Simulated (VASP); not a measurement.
# TiPt5 (F-43m) in VASP: further runs, part 2 of 2

VASP 6.6.1. The steps go on from the part before.

**3. Single point, PBE**

This run uses another cell than the first one, of 16.65 Å³/atom, 1.050 times its volume.

Contents of INCAR:

```
ALGO = Normal ; EDIFF = 1E-6
ENCUT = 520 ; GGA = PE
ISIF = 2 ; ISMEAR = 0
LASPH = True ; LCHARG = False
LREAL = False ; LWAVE = False
NBANDS = 40 ; NELM = 100
PREC = Accurate ; SIGMA = 0.1
```

Contents of KPOINTS:

```
k-points
0
Gamma
  4 4 4
```

Contents of POSCAR:

```
TiPt5
1.0
    0.0000000000      3.6826238065      3.6826238065
    3.6826238065      0.0000000000      3.6826238065
    3.6826238065      3.6826238065      0.0000000000
Ti Pt
1 5
Direct
    0.0000000000      0.0000000000      0.0000000000
    0.2500000000      0.2500000000      0.2500000000
    0.1254295521      0.6248568160      0.6248568160
    0.6248568160      0.6248568160      0.6248568160
    0.6248568160      0.1254295521      0.6248568160
    0.6248568160      0.6248568160      0.1254295521
```

Potentials or basis: VASP PAW PBE potentials, release 64 (Ti_sv, Pt).

Command:

```bash
$ cat potpaw_PBE.64/Ti_sv/POTCAR potpaw_PBE.64/Pt/POTCAR > POTCAR
$ mpirun -np 1 vasp_std > vasp.out
```

Run time: 41 s. Hardware: 1 thread of Intel Xeon Platinum 8559C (Emerald Rapids), shared host; peak memory 0.24 GiB.

Results (log left out):

```yaml
Free_energy: -39.8317 eV
Pressure: -0.6 GPa
Band_gap_on_the_k_mesh: zero (band 31 reaches 10.34 eV, above the bottom of band 32 at 9.24 eV)
```

Levels at points of the mesh, in eV from the Fermi level:
| k point | band 27 | band 28 | band 29 | band 30 | band 31 | band 32 | band 33 | band 34 |
| --- | --- | --- | --- | --- | --- | --- | --- | --- |
| (0.00, 0.00, 0.00) | -1.29 | 0.22 | 0.22 | 0.22 | 0.84 | 1.08 | 1.08 | 1.33 |
| (0.50, 0.00, 0.00) | -1.07 | -1.07 | -0.96 | -0.96 | 0.57 | 0.89 | 0.89 | 1.21 |
| (0.50, 0.50, 0.00) | -1.30 | -0.73 | -0.70 | -0.70 | -0.33 | -0.26 | 1.16 | 1.17 |

Caveat: the k points lie up to 0.37 Å⁻¹ apart; spin-orbit coupling is left out, which moves the levels of the heavy elements.

**4. Relaxation of cell and atoms, PBE**

Contents of INCAR:

```
SYSTEM = TiPt5
ALGO = Fast
EDIFF = 1E-6
EDIFFG = -0.04
ENCUT = 600
GGA = PE
IBRION = 2
ISIF = 3
ISMEAR = 0
LASPH = .TRUE.
LCHARG = .FALSE.
LREAL = .FALSE.
LWAVE = .FALSE.
NELM = 80
NSW = 90
PREC = Accurate
SIGMA = 0.1
```

Contents of KPOINTS:

```
k-points
0
G
  4 4 4
  0 0 0
```

Contents of POSCAR:

```
TiPt5
1.0
    0.0000000000      3.6226702300      3.6226702300
    3.6226702300      0.0000000000      3.6226702300
    3.6226702300      3.6226702300      0.0000000000
Ti Pt
1 5
Direct
    0.0000000000      0.0000000000      0.0000000000
    0.2500000000      0.2500000000      0.2500000000
    0.1250000000      0.6250000000      0.6250000000
    0.6250000000      0.6250000000      0.6250000000
    0.6250000000      0.1250000000      0.6250000000
    0.6250000000      0.6250000000      0.1250000000
```

Command:

```bash
$ cat potpaw_PBE.64/Ti_sv/POTCAR potpaw_PBE.64/Pt/POTCAR > POTCAR
$ mpirun -np 1 vasp_std > vasp.out
```

Run time: 4.8 min. Hardware: 1 thread of Intel Xeon Platinum 8559C (Emerald Rapids), shared host; peak memory 0.3 GiB.

Results (log left out):

```
Free energy                            : -39.8303 eV
Relaxed volume                         : 16.61 Å³/atom
Relaxed cell                           : a = 5.204 Å, b = 5.204 Å, c = 5.204 Å, α = 60.00°, β = 60.00°, γ = 60.00°
Space group after relaxing (to 0.05 Å) : F-43m (No. 216)
Energy gained by relaxing              : 25.8 meV/atom
Ionic steps                            : 4
Pressure after relaxing                : 0.0 GPa
Band gap on the k mesh                 : zero (band 31 reaches 10.37 eV, above the bottom of band 32 at 9.28 eV)
```

The path:
| step | energy change (eV) | largest force (eV/Å) | pressure (GPa) | volume (Å³) |
| --- | --- | --- | --- | --- |
| 1 | 0.0000 | 0.1208 | 11.40 | 95.09 |
| 2 | 0.5951 | 0.1480 | -18.01 | 111.47 |
| 3 | -0.1548 | 0.0110 | -0.39 | 99.84 |
| 4 | -0.1551 | 0.0076 | -0.05 | 99.67 |

Final structure:
```
CELL_PARAMETERS angstrom
0.00000 3.67995 3.67995
3.67995 0.00000 3.67995
3.67995 3.67995 0.00000
ATOMIC_POSITIONS crystal
Ti 0.00000 0.00000 0.00000
Pt 0.25000 0.25000 0.25000
Pt 0.12546 0.62485 0.62485
Pt 0.62485 0.62485 0.62485
Pt 0.62485 0.12546 0.62485
Pt 0.62485 0.62485 0.12546
```

Levels at points of the mesh, in eV from the Fermi level:
| k point | band 26 | band 27 | band 28 | band 29 | band 30 | band 31 | band 32 | band 33 | band 34 | band 35 |
| --- | --- | --- | --- | --- | --- | --- | --- | --- | --- | --- |
| (0.00, 0.00, 0.00) | -1.30 | -1.30 | 0.21 | 0.21 | 0.21 | 0.84 | 1.08 | 1.08 | 1.34 | 1.34 |
| (0.50, 0.00, 0.00) | -1.17 | -1.07 | -1.07 | -0.97 | -0.97 | 0.57 | 0.89 | 0.89 | 1.21 | 1.21 |
| (0.50, 0.50, 0.00) | -1.57 | -1.31 | -0.74 | -0.70 | -0.70 | -0.33 | -0.26 | 1.16 | 1.17 | 1.17 |

Caveat: the k points lie up to 0.37 Å⁻¹ apart in the final cell; spin-orbit coupling is left out, which moves the levels of the heavy elements.

**5. Single point, PBE**

This run uses another cell than the first one, of 16.60 Å³/atom, 1.047 times its volume.

Contents of INCAR:

```
SYSTEM = TiPt5
ALGO = Fast
EDIFF = 1E-6
ENCUT = 520
GGA = PE
ISIF = 2
ISMEAR = 0
LASPH = .True.
LCHARG = .True.
LELF = .True.
LREAL = .False.
LVHAR = .True.
LWAVE = .False.
NBANDS = 40
NELM = 100
PREC = Accurate
SIGMA = 0.1
```

Contents of KPOINTS:

```
k-points
0
Gamma
  10 10 10
  0 0 0
```

Contents of POSCAR:

```
TiPt5
1.0
    0.0000000000      3.6789587087      3.6789587087
    3.6789587087      0.0000000000      3.6789587087
    3.6789587087      3.6789587087      0.0000000000
Ti Pt
1 5
Direct
    0.0000000000      0.0000000000      0.0000000000
    0.7500000000      0.7500000000      0.7500000000
    0.3751852353      0.3751852353      0.8744442940
    0.3751852353      0.8744442940      0.3751852353
    0.8744442940      0.3751852353      0.3751852353
    0.3751852353      0.3751852353      0.3751852353
```

Command:

```bash
$ cat potpaw_PBE.64/Ti_sv/POTCAR potpaw_PBE.64/Pt/POTCAR > POTCAR
$ mpirun -np 1 vasp_std > vasp.out
```

Wall time 5.4 min (1 thread of Intel Xeon Platinum 8559C (Emerald Rapids), shared host); peak memory 0.33 GiB.

The run converged. Its results:

```yaml
Free_energy: -39.9837 eV
Pressure: -0.4 GPa
Band_gap_on_the_k_mesh: zero (band 31 reaches 10.58 eV, above the bottom of band 32 at 9.30 eV)
```

Levels at points of the mesh, in eV from the Fermi level:
```
           k point  band 29  band 30  band 31  band 32  band 33  band 34
(0.00, 0.00, 0.00)     0.13     0.13     0.73     1.02     1.02     1.22
(0.50, 0.00, 0.00)    -1.04    -1.04     0.49     0.81     0.81     1.15
(0.50, 0.50, 0.00)    -0.78    -0.78    -0.38    -0.33     1.09     1.11
```

Caveat: spin-orbit coupling is left out, which moves the levels of the heavy elements.

**6. Relaxation of cell and atoms, PBE**

This run uses another cell than the first one, of 16.65 Å³/atom, 1.050 times its volume.

Contents of INCAR:

```
SYSTEM = TiPt5
  ALGO = Fast
  EDIFF = 1E-6
  EDIFFG = -0.01
  ENCUT = 600
  GGA = PE
  IBRION = 2
  ISIF = 3
  ISMEAR = 0
  LASPH = .True.
  LCHARG = .False.
  LREAL = .False.
  LWAVE = .False.
  NELM = 100
  NSW = 100
  PREC = Accurate
  SIGMA = 0.1
```

KPOINTS is that of step 5.

Contents of POSCAR:

```
TiPt5
1.0
    0.0000000000      3.6826238065      3.6826238065
    3.6826238065      0.0000000000      3.6826238065
    3.6826238065      3.6826238065      0.0000000000
Ti Pt
1 5
Direct
    0.0000000000      0.0000000000      0.0000000000
    0.7500000000      0.7500000000      0.7500000000
    0.3751431840      0.3751431840      0.8745704479
    0.3751431840      0.8745704479      0.3751431840
    0.8745704479      0.3751431840      0.3751431840
    0.3751431840      0.3751431840      0.3751431840
```

Potentials or basis: VASP PAW PBE potentials, release 64 (Ti_sv, Pt).

Command:

```bash
$ cat potpaw_PBE.64/Ti_sv/POTCAR potpaw_PBE.64/Pt/POTCAR > POTCAR
$ mpirun -np 1 vasp_std > vasp.out
```

Run time: 18 min. Hardware: 1 thread of Intel Xeon Platinum 8559C (Emerald Rapids), shared host; peak memory 0.4 GiB.

It converged, with:

```
Free energy                            : -39.9840 eV
Relaxed volume                         : 16.57 Å³/atom
Relaxed cell                           : a = 5.200 Å, b = 5.200 Å, c = 5.200 Å, α = 60.00°, β = 60.00°, γ = 60.00°
Space group after relaxing (to 0.05 Å) : F-43m (No. 216)
Energy gained by relaxing              : 0.2 meV/atom
Ionic steps                            : 3
Pressure after relaxing                : 0.0 GPa
Largest force after relaxing           : 0.004 eV/Å
Band gap on the k mesh                 : zero (band 31 reaches 10.61 eV, above the bottom of band 32 at 9.33 eV)
```

Forces in eV/Å, atoms in the order of the input:
```
Ti   0.000  0.000  0.000
Pt   0.000  0.000  0.000
Pt  -0.002 -0.002  0.002
Pt  -0.002  0.002 -0.002
Pt   0.002 -0.002 -0.002
Pt   0.002  0.002  0.002
```

Step by step:
```
step  energy change (eV)  largest force (eV/Å)  pressure (GPa)  volume (Å³)
   1              0.0000                0.0333           -1.01        99.89
   2              0.0063                0.0696            2.36        98.38
   3             -0.0015                0.0041            0.01        99.43
```

Final structure:
```
Ti Pt
1.0
     0.00000    3.67699    3.67699
     3.67699    0.00000    3.67699
     3.67699    3.67699    0.00000
Ti Pt
1 5
Direct
  0.00000 0.00000 0.00000
  0.75000 0.75000 0.75000
  0.37518 0.37518 0.87446
  0.37518 0.87446 0.37518
  0.87446 0.37518 0.37518
  0.37518 0.37518 0.37518
```

Levels at points of the mesh, in eV from the Fermi level:
| k point | band 29 | band 30 | band 31 | band 32 | band 33 | band 34 |
| --- | --- | --- | --- | --- | --- | --- |
| (0.00, 0.00, 0.00) | 0.13 | 0.13 | 0.73 | 1.02 | 1.02 | 1.23 |
| (0.50, 0.00, 0.00) | -1.04 | -1.04 | 0.49 | 0.81 | 0.81 | 1.15 |
| (0.50, 0.50, 0.00) | -0.78 | -0.78 | -0.39 | -0.33 | 1.10 | 1.11 |

Caveat: spin-orbit coupling is left out, which moves the levels of the heavy elements.

**7. Summary**

```tsv
task	cell	k mesh	cutoff (eV)	gap on the mesh (eV)	pressure (GPa)	relaxed volume (Å³/atom)
single point	a = 5.123 Å, angles 60.0°, 6 atoms	4 × 4 × 4	520	none	11.3	-
single point	a = 5.208 Å, angles 60.0°, 6 atoms	4 × 4 × 4	520	none	-0.6	-
relaxation of cell and atoms	relaxed from a = 5.123 Å, angles 60.0°, 6 atoms	4 × 4 × 4	600	none	0.0	16.61
single point	a = 5.203 Å, angles 60.0°, 6 atoms	10 × 10 × 10	520	none	-0.4	-
relaxation of cell and atoms	relaxed from a = 5.208 Å, angles 60.0°, 6 atoms	10 × 10 × 10	600	none	0.0	16.57
```

Alike in all rows: level PBE; potentials or basis VASP PAW PBE potentials, release 64 (Ti_sv, Pt); no spin polarisation; smearing gaussian 0.1 eV.

Caveats: some runs use coarse meshes; spin-orbit coupling is left out, which moves the levels of the heavy elements.

Total energies depend on the potentials used, so only differences within one code and one set of settings carry meaning.
